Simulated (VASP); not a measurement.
# AgCl (Cmcm) in VASP: notebook

Runs on AgCl. Level: PBE. Tasks: electric field gradients.

All numbers are computed with VASP 6.6.1; they aren't measurements. Logs are shortened: lines on timing, memory, paths and dates and some standing lists are left out, and cuts for length are marked.

## 1. The cell of the first run

It takes space group Cmcm (No. 63, orthorhombic). The conventional cell has a = 3.854 Å, b = 11.447 Å, c = 3.924 Å, α = 90.00°, β = 90.00°, γ = 90.00°. Ag (site symmetry m2m) has 7 Cl at 2.77 to 3.34 Å and 2 Ag at 3.08 Å within 3.7 Å. Cl (site symmetry m2m) has 7 Ag at 2.77 to 3.34 Å and 10 Cl at 3.65 to 3.92 Å within 4.0 Å.

## 2. Electric field gradients, PBE (equal xx and yy strain of +3 %)

Contents of INCAR:

```
ALGO = Normal
EDIFF = 1E-8
ENCUT = 520
GGA = PE
ISIF = 2
ISMEAR = -1
LASPH = T
LCHARG = F
LEFG = T
LREAL = F
LWAVE = F
NBANDS = 26
NELM = 80
PREC = Accurate
SIGMA = 0.03
```

Contents of KPOINTS:

```
k-points
0
Gamma
  9 9 8
```

Contents of POSCAR:

```
AgCl
1.0
    1.9270369941     -5.7232930929      0.0000000000
    1.9270369941      5.7232930929      0.0000000000
    0.0000000000      0.0000000000      3.9240373500
Ag Cl
2 2
Direct
    0.3965554000      0.6034446000      0.7500000000
    0.6034446000      0.3965554000      0.2500000000
    0.8654487300      0.1345512700      0.2500000000
    0.1345512700      0.8654487300      0.7500000000
```

Potentials or basis: VASP PAW PBE potentials, release 64 (Ag, Cl).

Run with:

```sh
> cat potpaw_PBE.64/Ag/POTCAR potpaw_PBE.64/Cl/POTCAR > POTCAR
> mpirun -np 1 vasp_std > vasp.out
```

OUTCAR:

```text
EDIFF = 1E-8
   ENCUT = 520
   GGA = PE
   ISIF = 2
   ISMEAR = -1
   LASPH = T
   LREAL = F
   NELM = 80
   PREC = Accurate

 ion  position               nearest neighbor table
   1  0.397  0.603  0.750-   3 2.77   3 2.77   3 2.77   3 2.77   4 3.00   2 3.08   2 3.08
   2  0.603  0.397  0.250-   4 2.77   4 2.77   4 2.77   4 2.77   3 3.00   1 3.08   1 3.08
   3  0.865  0.135  0.250-   1 2.77   1 2.77   1 2.77   1 2.77   2 3.00
   4  0.135  0.865  0.750-   2 2.77   2 2.77   2 2.77   2 2.77   1 3.00

  LATTYP: Found a base centered orthorhombic cell.
 ALAT       =     3.8540739882
 B/A-ratio  =     2.9699964819
 C/A-ratio  =     1.0181530925

  Lattice vectors:

 A1 = (   1.9270369941,  -5.7232930929,   0.0000000000)
 A2 = (   1.9270369941,   5.7232930929,   0.0000000000)
 A3 = (   0.0000000000,   0.0000000000,   3.9240373500)

Analysis of symmetry for initial positions (statically):
=====================================================================
 Subroutine PRICEL returns:
 Original cell was already a primitive cell.

 Routine SETGRP: Setting up the symmetry group for a
 base centered orthorhombic supercell.

 Subroutine GETGRP returns: Found  8 space group operations
 (whereof  4 operations were pure point group operations)
 out of a pool of  8 trial point group operations.

The static configuration has the point symmetry C_2h.
 The point group associated with its full space group is D_2h.

Analysis of symmetry for dynamics (positions and initial velocities):
=====================================================================
 Subroutine PRICEL returns:
 Original cell was already a primitive cell.

 Routine SETGRP: Setting up the symmetry group for a
 base centered orthorhombic supercell.

 Subroutine GETGRP returns: Found  8 space group operations
 (whereof  4 operations were pure point group operations)
 out of a pool of  8 trial point group operations.

The dynamic configuration has the point symmetry C_2h.
 The point group associated with its full space group is D_2h.

 Subroutine INISYM returns: Found  8 space group operations
 (whereof  4 operations are pure point group operations),
 and found     1 'primitive' translations

----------------------------------------------------------------------------------------

                                     Primitive cell

  volume of cell :      86.5564

  direct lattice vectors                    reciprocal lattice vectors
     1.927036994 -5.723293093  0.000000000     0.259465699 -0.087362292  0.000000000
     1.927036994  5.723293093  0.000000000     0.259465699  0.087362292  0.000000000
     0.000000000  0.000000000  3.924037350     0.000000000  0.000000000  0.254839572

  length of vectors
     6.039002848  6.039002848  3.924037350     0.273778412  0.273778412  0.254839572

  position of ions in fractional coordinates (direct lattice)
     0.396555400  0.603444600  0.750000000
     0.603444600  0.396555400  0.250000000
     0.865448730  0.134551270  0.250000000
     0.134551270  0.865448730  0.750000000

  ion indices of the primitive-cell ions
   primitive index   ion index
                 1           1
                 2           2
                 3           3
                 4           4

----------------------------------------------------------------------------------------

 KPOINTS: k-points

Automatic generation of k-mesh.
 Grid dimensions read from file:
 generate k-points for:    9    9    8

 Generating k-lattice:

  Cartesian coordinates                     Fractional coordinates (reciprocal lattice)
     0.028829522 -0.009706921  0.000000000     0.111111111 -0.000000000  0.000000000
     0.028829522  0.009706921  0.000000000    -0.000000000  0.111111111  0.000000000
     0.000000000  0.000000000  0.031854947     0.000000000  0.000000000  0.125000000

  Length of vectors
     0.030419824  0.030419824  0.031854947

[... 40 lines left out ...]
   ions per type =               2   2
   NGX,Y,Z   is equivalent  to a cutoff of  13.21, 13.21, 12.71 a.u.
   NGXF,Y,Z  is equivalent  to a cutoff of  26.43, 26.43, 25.42 a.u.
 SYSTEM =  unknown system
   PREC   = accura    normal or accurate (medium, high low for compatibility)
   ISTART =      0    job   : 0-new  1-cont  2-samecut
   ICHARG =      2    charge: 1-file 2-atom 10-const
   ISPIN  =      1    spin polarized calculation?
   LNONCOLLINEAR =      F non collinear calculations
   LSORBIT =      F    spin-orbit coupling
   LASPH  =      T    aspherical Exc in radial PAW
   ENCUT  =  520.0 eV  38.22 Ry    6.18 a.u.  11.23 11.23  7.30*2*pi/ulx,y,z
   NELM   =     80;   NELMIN=  2; NELMDL= -5     # of ELM steps
   EDIFF  = 0.1E-07   stopping-criterion for ELM
   LREAL  =      F    real-space projection
   EDIFFG = 0.1E-06   stopping-criterion for IOM
   NSW    =      0    number of steps for IOM
   IBRION =     -1    ionic relax: 0-MD 1-quasi-New 2-CG
   NFREE  =      0    steps in history (QN), initial steepest desc. (CG)
   ISIF   =      2    stress and relaxation
   ISYM   =      2    0-nonsym 1-usesym 2-fastsym
   POTIM  = 0.5000    time-step for ionic-motion
   TEBEG  =    0.0;   TEEND  =   0.0 temperature during run
   PSTRESS=    0.0 pullay stress
   NELECT =      36.0000    total number of electrons
   NUPDOWN=      -1.0000    fix difference up-down
   EMIN   =  10.00;   EMAX   =-10.00  energy-range for DOS
   EFERMI =   0.00;   METHOD = LEGACY
   ISMEAR =    -1;   SIGMA  =   0.03  broadening in eV -4-tet -1-fermi 0-gaus
   EFERMI_NEDOS =   21; number of points for ismear=-14 and -15
   IALGO  =     38    algorithm
   IMIX   =      4    mixing-type and parameters
     AMIX     =   0.40;   BMIX     =  1.00
     AMIX_MAG =   1.60;   BMIX_MAG =  1.00
  volume/ion in A,a.u.               =      21.64       146.03
  Fermi-wavevector in a.u.,A,eV,Ry     =   1.222013  2.309270 20.317805  1.493317
  Thomas-Fermi vector in A             =   2.357175
   LORBIT       =      0    0 simple, 1 ext, 2 COOP (PROOUT), +10 PAW based schemes
   GGA     = PE    functional components
   LHFCALC =     F    Hartree Fock is set to
   AEXX    =    0.0000 exact exchange contribution
   IVDW    =     0    specifies the selected vdW correction
   LEPSILON=     F    determine dielectric tensor
   LRPA    =     F    only Hartree local field effects (RPA)
 non-spin polarized calculation
  energy-cutoff  :      520.00
  volume of cell :       86.56
 maximum number of plane-waves:      2346
 NGX is ok and might be reduce to    48
   NGX = 23   NGY = 23   NGZ = 15

 number of electron      36.0000004 magnetization

 Free energy of the ion-electron system (eV)
  ---------------------------------------------------
  ext. energy  EPLUGINS =         0.00000000
  ---------------------------------------------------
  free energy    TOTEN  =       -10.65595398 eV

  energy without entropy =      -10.65595193  energy(sigma->0) =      -10.65595295

 E-fermi :   3.7907     XC(G=0):  -9.9369

 val. band max:        3.5073173916   @ k =   0.2222   0.2222   0.0000
 cond. band min:       3.9936525283   @ k =   0.0000   0.0000   0.0000
 fundamental gap:      0.4863351368
 Fermi energy:         3.7906563790

 k-point     1 :       0.0000    0.0000    0.0000
  band No.  band energies     occupation
      1     -11.2869      2.00000
      2     -10.7828      2.00000
      3      -0.5769      2.00000
      4       0.4025      2.00000
      5       0.4970      2.00000
      6       0.6184      2.00000
[... 685 lines left out ...]
     25      13.7408      0.00000
     26      14.7586      0.00000

 [... further k-points ...]

------------------------ aborting loop because EDIFF is reached ----------------------------------------

  FORCE on cell =-STRESS in cart. coord.  units (eV):
  Direction    XX          YY          ZZ          XY          YZ          ZX
  --------------------------------------------------------------------------------------
  -------------------------------------------------------------------------------------
  Total       -0.8856547     -0.2122683     -0.6653608      0.0000000      0.0000000      0.0000000
  in kB      -16.3936578     -3.9291309    -12.3159694      0.0000000      0.0000000      0.0000000
  external PRESSURE =     -10.8795861 kB  Pullay stress =       0.0000000 kB

 VOLUME and BASIS-vectors are now :
 -----------------------------------------------------------------------------
  energy-cutoff  :      520.00
  volume of cell :       86.56
      direct lattice vectors                 reciprocal lattice vectors
     1.927036994 -5.723293093  0.000000000     0.259465699 -0.087362292  0.000000000
     1.927036994  5.723293093  0.000000000     0.259465699  0.087362292  0.000000000
     0.000000000  0.000000000  3.924037350     0.000000000  0.000000000  0.254839572

 POSITION                                       TOTAL-FORCE (eV/Angst)
 -----------------------------------------------------------------------------------
      1.92704      1.18409      2.94303         0.000000      0.048545      0.000000
      1.92704     -1.18409      0.98101         0.000000     -0.048545     -0.000000
      1.92704     -4.18314      0.98101         0.000000     -0.031379     -0.000000
      1.92704      4.18314      2.94303         0.000000      0.031379      0.000000
 -----------------------------------------------------------------------------------
    total drift:                                0.000000     -0.000000      0.000000

  FREE ENERGIE OF THE ION-ELECTRON SYSTEM (eV)
  ---------------------------------------------------
  free  energy   TOTEN  =       -10.6559539809 eV

  energy  without entropy=      -10.6559519256  energy(sigma->0) =      -10.65595295

 Electric field gradients (V/A^2)
---------------------------------------------------------------------
 ion       V_xx      V_yy      V_zz      V_xy      V_xz      V_yz
---------------------------------------------------------------------
   1     -26.475    53.154   -26.679     0.000     0.000    -0.000
   2     -26.475    53.154   -26.679     0.000     0.000     0.000
   3      43.076   -59.398    16.322    -0.000    -0.000    -0.000
   4      43.076   -59.398    16.322    -0.000     0.000    -0.000
---------------------------------------------------------------------

 Electric field gradients after diagonalization (V/A^2)
 (convention: |V_zz| > |V_xx| > |V_yy|)
----------------------------------------------------------------------
 ion       V_xx      V_yy      V_zz     asymmetry (V_yy - V_xx)/ V_zz
----------------------------------------------------------------------
   1     -26.679   -26.475    53.154       0.004
   2     -26.679   -26.475    53.154       0.004
   3      43.076    16.322   -59.398       0.450
   4      43.076    16.322   -59.398       0.450
----------------------------------------------------------------------

           NMR quadrupolar parameters

 Cq : quadrupolar parameter    Cq=e*Q*V_zz/h
 eta: asymmetry parameters     (V_yy - V_xx)/ V_zz
 Q  : nuclear electric quadrupole moment in mb (millibarn)
----------------------------------------------------------------------
 ion       Cq(MHz)       eta       Q (mb)
----------------------------------------------------------------------
   1       0.129       0.004       1.000
   2       0.129       0.004       1.000
   3      -0.144       0.450       1.000
   4      -0.144       0.450       1.000
----------------------------------------------------------------------
```

Wall time 5 min (1 thread of Intel Xeon Platinum 8259CL at 2.50GHz (Skylake/Cascade Lake), shared host); peak memory 0.4 GiB.

What came out:

| Quantity | Value |
| --- | --- |
| Free energy | -10.6560 eV |
| Pressure | -1.1 GPa |
| Largest force | 0.049 eV/Å |
| Band gap on the k mesh | 0.49 eV (least direct gap 1.91 eV) |
| Largest electric field gradient by atom | Ag +53.2; Cl -59.4 V/Å² |

Forces in eV/Å, atoms in the order of the input:
```
Ag   0.000  0.049  0.000
Ag   0.000 -0.049  0.000
Cl   0.000 -0.031  0.000
Cl   0.000  0.031  0.000
```

Levels at points of the mesh, in eV from the valence-band top:
| k point | band 15 | band 16 | band 17 | band 18 | band 19 | band 20 | band 21 | band 22 |
| --- | --- | --- | --- | --- | --- | --- | --- | --- |
| (0.00, 0.00, 0.00) | -2.08 | -1.57 | -1.53 | -1.42 | 0.49 | 3.23 | 7.44 | 8.52 |
| (0.00, 0.00, 0.50) | -1.19 | -1.19 | -0.05 | -0.05 | 4.26 | 4.26 | 6.77 | 6.77 |

Electric field gradients, principal values (V/Å²):
| atom | least | middle | greatest (by size) |
| --- | --- | --- | --- |
| 1 Ag | -26.475 | -26.679 | 53.154 |
| 2 Ag | -26.475 | -26.679 | 53.154 |
| 3 Cl | 16.322 | 43.076 | -59.398 |
| 4 Cl | 16.322 | 43.076 | -59.398 |

Caveat: the cell differs from its parent crystal (equal xx and yy strain of +3 %); without QUAD_EFG the Cq values of the log hold for a quadrupole moment of 1 mb, not for the nuclei; an odd mesh through Γ misses points on the zone boundary, where band edges can lie.

(Part 1 of 3 ends here.)
